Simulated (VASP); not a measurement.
# Mg3ZrN2 (P6/mmm) in VASP: notebook

Mg3ZrN2 is run at these levels: PBE; tasks: single point.

Everything below comes from runs of VASP 6.6.1. Logs are shortened: lines on timing, memory, paths and dates and some standing lists are left out, and cuts for length are marked.

### 1 The cell of the first run

The structure is hexagonal, space group P6/mmm (No. 191). Conventional cell: a = 5.581 Å, b = 5.581 Å, c = 5.272 Å, α = 90.00°, β = 90.00°, γ = 120.00°. Within 3.7 Å of Mg (site symmetry mmm) lie 4 Mg at 2.79 Å and 4 N at 2.86 Å. Within 2.6 Å of Zr (site symmetry 6/mmm) lie 2 N at 1.99 Å. N (site symmetry 6mm) has 1 N at 1.29 Å within 1.7 Å.

### 2 Single point, PBE

The input, INCAR:

```
SYSTEM = Mg3ZrN2
PREC = Accurate ; ENCUT = 600
EDIFF = 1E-6 ; ISMEAR = 0
SIGMA = 0.2 ; LREAL = .False.
LASPH = .True. ; NELM = 120
ALGO = Normal ; ISIF = 2
LWAVE = .False. ; LCHARG = .False.
GGA = PE ; NBANDS = 23
GGA_COMPAT = .False.
```

The input, KPOINTS:

```
regular mesh
0
Gamma
  4 4 4
  0 0 0
```

The input, POSCAR:

```
Mg3ZrN2
1.0
    5.5805278079      0.0000000000      0.0000000000
   -2.7902639040      4.8328788482      0.0000000000
    0.0000000000      0.0000000000      5.2720763007
Mg Zr N
3 1 2
Direct
    0.5000000000      0.0000000000      0.5000000000
    0.0000000000      0.5000000000      0.5000000000
    0.5000000000      0.5000000000      0.5000000000
    0.0000000000      0.0000000000      0.0000000000
    0.0000000000      0.0000000000      0.3773457098
    0.0000000000      0.0000000000      0.6226542902
```

Potentials or basis: VASP PAW PBE potentials, release 64 (Mg, Zr_sv, N).

On the command line:

```console
$ cat potpaw_PBE.64/Mg/POTCAR potpaw_PBE.64/Zr_sv/POTCAR potpaw_PBE.64/N/POTCAR > POTCAR
$ mpirun -np 1 vasp_std > vasp.out
```

OUTCAR:

```text
SYSTEM = Mg3ZrN2
   PREC = Accurate
   ENCUT = 600
   EDIFF = 1E-6
   ISMEAR = 0
   LREAL = .False.
   LASPH = .True.
   NELM = 120
   ISIF = 2
   GGA = PE

 ion  position               nearest neighbor table
   1  0.500  0.000  0.500-   2 2.79   2 2.79   3 2.79   3 2.79
   2  0.000  0.500  0.500-   3 2.79   3 2.79   1 2.79   1 2.79
   3  0.500  0.500  0.500-   2 2.79   2 2.79   1 2.79   1 2.79
   4  0.000  0.000  0.000-   5 1.99   6 1.99
   5  0.000  0.000  0.377-   6 1.29   4 1.99
   6  0.000  0.000  0.623-   5 1.29   4 1.99

  LATTYP: Found a hexagonal cell.
 ALAT       =     5.5805278079
 C/A-ratio  =     0.9447271803

  Lattice vectors:

 A1 = (   5.5805278079,   0.0000000000,   0.0000000000)
 A2 = (  -2.7902639040,   4.8328788482,   0.0000000000)
 A3 = (   0.0000000000,   0.0000000000,   5.2720763007)

Analysis of symmetry for initial positions (statically):
=====================================================================
 Subroutine PRICEL returns:
 Original cell was already a primitive cell.

 Routine SETGRP: Setting up the symmetry group for a
 hexagonal supercell.

 Subroutine GETGRP returns: Found 24 space group operations
 (whereof 24 operations were pure point group operations)
 out of a pool of 24 trial point group operations.

The static configuration has the point symmetry D_6h.

Analysis of symmetry for dynamics (positions and initial velocities):
=====================================================================
 Subroutine PRICEL returns:
 Original cell was already a primitive cell.

 Routine SETGRP: Setting up the symmetry group for a
 hexagonal supercell.

 Subroutine GETGRP returns: Found 24 space group operations
 (whereof 24 operations were pure point group operations)
 out of a pool of 24 trial point group operations.

The dynamic configuration has the point symmetry D_6h.

 Subroutine INISYM returns: Found 24 space group operations
 (whereof 24 operations are pure point group operations),
 and found     1 'primitive' translations

----------------------------------------------------------------------------------------

                                     Primitive cell

  volume of cell :     142.1880

  direct lattice vectors                    reciprocal lattice vectors
     5.580527808  0.000000000  0.000000000     0.179194520  0.103458004  0.000000000
    -2.790263904  4.832878848  0.000000000     0.000000000  0.206916008  0.000000000
     0.000000000  0.000000000  5.272076301     0.000000000  0.000000000  0.189678590

  length of vectors
     5.580527808  5.580527808  5.272076301     0.206916008  0.206916008  0.189678590

  position of ions in fractional coordinates (direct lattice)
     0.500000000  0.000000000  0.500000000
     0.000000000  0.500000000  0.500000000
     0.500000000  0.500000000  0.500000000
     0.000000000  0.000000000  0.000000000
     0.000000000  0.000000000  0.377345710
     0.000000000  0.000000000  0.622654290

  ion indices of the primitive-cell ions
   primitive index   ion index
                 1           1
                 2           2
                 3           3
                 4           4
                 5           5
                 6           6

----------------------------------------------------------------------------------------

 KPOINTS: regular mesh

Automatic generation of k-mesh.
 Grid dimensions read from file:
 generate k-points for:    4    4    4

 Generating k-lattice:

  Cartesian coordinates                     Fractional coordinates (reciprocal lattice)
     0.044798630  0.025864501  0.000000000     0.250000000  0.000000000  0.000000000
     0.000000000  0.051729002  0.000000000     0.000000000  0.250000000  0.000000000
     0.000000000  0.000000000  0.047419648     0.000000000  0.000000000  0.250000000

  Length of vectors
     0.051729002  0.051729002  0.047419648

  Shift w.r.t. Gamma in fractional coordinates (k-lattice)
     0.000000000  0.000000000  0.000000000

 Subroutine IBZKPT returns following result:
 ===========================================

 Found     12 irreducible k-points:

 Following reciprocal coordinates:
            Coordinates               Weight
  0.000000  0.000000  0.000000      1.000000
  0.250000  0.000000  0.000000      6.000000
  0.500000  0.000000  0.000000      3.000000
  0.250000  0.250000  0.000000      6.000000
  0.000000  0.000000  0.250000      2.000000
  0.250000  0.000000  0.250000     12.000000
  0.500000  0.000000  0.250000      6.000000
  0.250000  0.250000  0.250000     12.000000
  0.000000  0.000000  0.500000      1.000000
  0.250000  0.000000  0.500000      6.000000
  0.500000  0.000000  0.500000      3.000000
  0.250000  0.250000  0.500000      6.000000
   k-points           NKPTS =     12   k-points in BZ     NKDIM =     12   number of bands    NBANDS=     23
   number of dos      NEDOS =    301   number of ions     NIONS =      6
   total plane-waves  NPLWV =  96768
   dimension x,y,z NGX =    48 NGY =   48 NGZ =   42
   dimension x,y,z NGXF=    96 NGYF=   96 NGZF=   84
   ions per type =               3   1   2
   NGX,Y,Z   is equivalent  to a cutoff of  14.30, 14.30, 13.24 a.u.
   NGXF,Y,Z  is equivalent  to a cutoff of  28.60, 28.60, 26.49 a.u.
 SYSTEM =  Mg3ZrN2
   PREC   = accura    normal or accurate (medium, high low for compatibility)
   ISTART =      0    job   : 0-new  1-cont  2-samecut
   ICHARG =      2    charge: 1-file 2-atom 10-const
   ISPIN  =      1    spin polarized calculation?
   LNONCOLLINEAR =      F non collinear calculations
   LSORBIT =      F    spin-orbit coupling
   LASPH  =      T    aspherical Exc in radial PAW
   ENCUT  =  600.0 eV  44.10 Ry    6.64 a.u.  11.15 11.15 10.53*2*pi/ulx,y,z
   NELM   =    120;   NELMIN=  2; NELMDL= -5     # of ELM steps
   EDIFF  = 0.1E-05   stopping-criterion for ELM
   LREAL  =      F    real-space projection
   EDIFFG = 0.1E-04   stopping-criterion for IOM
   NSW    =      0    number of steps for IOM
   IBRION =     -1    ionic relax: 0-MD 1-quasi-New 2-CG
   NFREE  =      0    steps in history (QN), initial steepest desc. (CG)
   ISIF   =      2    stress and relaxation
   ISYM   =      2    0-nonsym 1-usesym 2-fastsym
   POTIM  = 0.5000    time-step for ionic-motion
   TEBEG  =    0.0;   TEEND  =   0.0 temperature during run
   PSTRESS=    0.0 pullay stress
   NELECT =      28.0000    total number of electrons
   NUPDOWN=      -1.0000    fix difference up-down
   EMIN   =  10.00;   EMAX   =-10.00  energy-range for DOS
   EFERMI =   0.00;   METHOD = LEGACY
   ISMEAR =     0;   SIGMA  =   0.20  broadening in eV -4-tet -1-fermi 0-gaus
   EFERMI_NEDOS =   21; number of points for ismear=-14 and -15
   IALGO  =     38    algorithm
   IMIX   =      4    mixing-type and parameters
     AMIX     =   0.40;   BMIX     =  1.00
     AMIX_MAG =   1.60;   BMIX_MAG =  1.00
  volume/ion in A,a.u.               =      23.70       159.92
  Fermi-wavevector in a.u.,A,eV,Ry     =   0.952445  1.799860 12.342544  0.907151
  Thomas-Fermi vector in A             =   2.081008
   LORBIT       =      0    0 simple, 1 ext, 2 COOP (PROOUT), +10 PAW based schemes
   GGA     = PE    functional components
   LHFCALC =     F    Hartree Fock is set to
   AEXX    =    0.0000 exact exchange contribution
   IVDW    =     0    specifies the selected vdW correction
   LEPSILON=     F    determine dielectric tensor
   LRPA    =     F    only Hartree local field effects (RPA)
 non-spin polarized calculation
 Gauss-broadening in eV      SIGMA  =   0.20
  energy-cutoff  :      600.00
  volume of cell :      142.19
 maximum number of plane-waves:      4762
 NGX is ok and might be reduce to    48
   NGX = 23   NGY = 23   NGZ = 21

 number of electron      28.0000000 magnetization

 Free energy of the ion-electron system (eV)
  ---------------------------------------------------
  ext. energy  EPLUGINS =         0.00000000
  ---------------------------------------------------
  free energy    TOTEN  =       -27.51551546 eV

  energy without entropy =      -27.47438975  energy(sigma->0) =      -27.49495260

 E-fermi :   2.6793     XC(G=0):  -8.2263

 val. band max:        2.6006017315   @ k =   0.5000   0.0000   0.0000
 cond. band min:       2.7219326656   @ k =   0.2500   0.0000   0.0000
 fundamental gap:      0.1213309340
 Fermi energy:         2.6793113679

 k-point     1 :       0.0000    0.0000    0.0000
  band No.  band energies     occupation
      1     -47.1698      2.00000
      2     -25.3083      2.00000
      3     -25.3083      2.00000
      4     -25.2348      2.00000
      5     -17.9811      2.00000
      6      -7.1489      2.00000
[... 15 lines left out ...]
     22       7.5010      0.00000
     23       7.5010      0.00000

 k-point     2 :       0.2500    0.0000    0.0000
  band No.  band energies     occupation
      1     -47.1698      2.00000
      2     -25.3087      2.00000
      3     -25.3084      2.00000
      4     -25.2348      2.00000
      5     -17.9784      2.00000
      6      -7.1446      2.00000
[... 15 lines left out ...]
     22       6.8871      0.00000
     23       7.4960      0.00000

 k-point     3 :       0.5000    0.0000    0.0000
  band No.  band energies     occupation
      1     -47.1698      2.00000
      2     -25.3091      2.00000
      3     -25.3085      2.00000
      4     -25.2347      2.00000
      5     -17.9757      2.00000
      6      -7.1403      2.00000
[... 15 lines left out ...]
     22       7.4924      0.00000
     23       7.5011      0.00000
[... 183 lines left out ...]
 k-point    11 :       0.5000    0.0000    0.5000
  band No.  band energies     occupation
      1     -47.1698      2.00000
      2     -25.3085      2.00000
      3     -25.3079      2.00000
      4     -25.2710      2.00000
      5     -17.7093      2.00000
      6      -9.1378      2.00000
[... 15 lines left out ...]
     22       6.3558      0.00000
     23       6.4701      0.00000

 k-point    12 :       0.2500    0.2500    0.5000
  band No.  band energies     occupation
      1     -47.1698      2.00000
      2     -25.3083      2.00000
      3     -25.3081      2.00000
      4     -25.2710      2.00000
      5     -17.7093      2.00000
      6      -9.1378      2.00000
[... 15 lines left out ...]
     22       6.3949      0.00000
     23       6.4961      0.00000

------------------------ aborting loop because EDIFF is reached ----------------------------------------

  FORCE on cell =-STRESS in cart. coord.  units (eV):
  Direction    XX          YY          ZZ          XY          YZ          ZX
  --------------------------------------------------------------------------------------
  -------------------------------------------------------------------------------------
  Total        0.1906379      0.1906379      0.1178284     -0.0000000     -0.0000000      0.0000000
  in kB        2.1481125      2.1481125      1.3276934     -0.0000000     -0.0000000      0.0000000
  external PRESSURE =       1.8746395 kB  Pullay stress =       0.0000000 kB

 VOLUME and BASIS-vectors are now :
 -----------------------------------------------------------------------------
  energy-cutoff  :      600.00
  volume of cell :      142.19
      direct lattice vectors                 reciprocal lattice vectors
     5.580527808  0.000000000  0.000000000     0.179194520  0.103458004  0.000000000
    -2.790263904  4.832878848  0.000000000     0.000000000  0.206916008  0.000000000
     0.000000000  0.000000000  5.272076301     0.000000000  0.000000000  0.189678590

 POSITION                                       TOTAL-FORCE (eV/Angst)
 -----------------------------------------------------------------------------------
      2.79026      0.00000      2.63604         0.000000     -0.000000      0.000000
     -1.39513      2.41644      2.63604         0.000000     -0.000000      0.000000
      1.39513      2.41644      2.63604         0.000000     -0.000000      0.000000
      0.00000      0.00000      0.00000         0.000000     -0.000000      0.000000
      0.00000      0.00000      1.98940        -0.000000     -0.000000     -0.077933
      0.00000      0.00000      3.28268         0.000000      0.000000      0.077933
 -----------------------------------------------------------------------------------
    total drift:                                0.000000      0.000000      0.000000

  FREE ENERGIE OF THE ION-ELECTRON SYSTEM (eV)
  ---------------------------------------------------
  free  energy   TOTEN  =       -27.5155154580 eV

  energy  without entropy=      -27.4743897479  energy(sigma->0) =      -27.49495260
```

It took 51 s on 1 thread of Intel Xeon 6975P-C (Granite Rapids), shared host; peak memory 0.31 GiB.

What came out:

```
Free energy            : -27.5155 eV
Pressure               : 0.2 GPa
Largest force          : 0.078 eV/Å
Band gap on the k mesh : zero (band 14 reaches 2.72 eV, above the bottom of band 15 at 2.38 eV)
```

Forces in eV/Å, atoms in the order of the input:
```
Mg   0.000  0.000  0.000
Mg   0.000  0.000  0.000
Mg   0.000  0.000  0.000
Zr   0.000  0.000  0.000
N    0.000  0.000 -0.078
N    0.000  0.000  0.078
```

Levels at points of the mesh, in eV from the Fermi level:
```
           k point  band 11  band 12  band 13  band 14  band 15  band 16  band 17  band 18
(0.00, 0.00, 0.00)    -2.05    -2.05    -0.37    -0.30    -0.30     0.35     0.96     2.68
(0.50, 0.00, 0.00)    -2.57    -2.36    -2.10    -0.08     0.66     0.88     1.35     2.60
(0.00, 0.00, 0.50)    -2.35    -0.31    -0.31    -0.15     0.23     0.23     1.60     1.60
(0.50, 0.00, 0.50)    -2.20    -1.63    -1.02    -0.50     0.56     0.78     1.55     1.75
```

### 3 Single point, PBE

This run uses another cell than the first one, of 30.63 Å³/atom, 1.293 times its volume.

The input, INCAR:

```
SYSTEM = Mg3ZrN2
PREC = Accurate
ENCUT = 600
EDIFF = 1E-6
ISMEAR = 0
SIGMA = 0.2
LREAL = .FALSE.
LASPH = .TRUE.
NELM = 120
ALGO = Normal
ISIF = 2
LWAVE = .FALSE.
LCHARG = .TRUE.
GGA = PE
LELF = .TRUE.
LVHAR = .TRUE.
NBANDS = 23
GGA_COMPAT = .FALSE.
```

The input, KPOINTS:

```
Automatic mesh
0
G
  4 4 4
  0 0 0
```

The input, POSCAR:

```
Mg3ZrN2
1.0
    6.2830579648      0.0000000037      0.0000000000
   -3.1415289855      5.4412878091      0.0000000000
    0.0000000000      0.0000000000      5.3759668192
Mg Zr N
3 1 2
Direct
    0.4999961224      0.0000000000      0.0000000000
    0.0000000000      0.4999961224      0.0000000000
    0.5000038776      0.5000038776      0.0000000000
    0.0000000000      0.0000000000      0.0000000000
    0.0000000000      0.0000000000      0.6112082565
    0.0000000000      0.0000000000      0.3887917435
```

Potentials or basis: VASP PAW PBE potentials, release 64 (Mg, Zr_sv, N).

On the command line:

```console
$ cat potpaw_PBE.64/Mg/POTCAR potpaw_PBE.64/Zr_sv/POTCAR potpaw_PBE.64/N/POTCAR > POTCAR
$ mpirun -np 1 vasp_std > vasp.out
```

It took 77 s on 1 thread of Intel Xeon 6975P-C (Granite Rapids), shared host; peak memory 0.36 GiB.

The run converged. Its results:

- Free energy: -28.1325 eV
- Pressure: -0.1 GPa
- Largest force: 0.370 eV/Å
- Band gap on the k mesh: zero (band 14 reaches 1.39 eV, above the bottom of band 15 at 0.77 eV)

Forces in eV/Å, atoms in the order of the input:
```
Mg   0.000  0.000  0.000
Mg   0.000  0.000  0.000
Mg   0.000  0.000  0.000
Zr   0.000  0.000  0.000
N    0.000  0.000  0.370
N    0.000  0.000 -0.370
```

Stress tensor (GPa, compression positive):
```
-0.15  0.00  0.00
 0.00 -0.15  0.00
 0.00  0.00  0.11
```

Levels at points of the mesh, in eV from the Fermi level:
```tsv
k point	band 12	band 13	band 14	band 15	band 16	band 17
(0.00, 0.00, 0.00)	-0.83	-0.72	-0.72	-0.24	0.97	0.97
(0.50, 0.00, 0.00)	-1.00	-0.94	-0.76	-0.33	0.24	2.15
(0.00, 0.00, 0.50)	-0.69	-0.07	0.00	0.08	0.08	2.17
(0.50, 0.00, 0.50)	-0.90	-0.68	0.29	0.62	1.43	1.54
```

Caveat: the standard files for N, O and F lose accuracy on very short bonds.
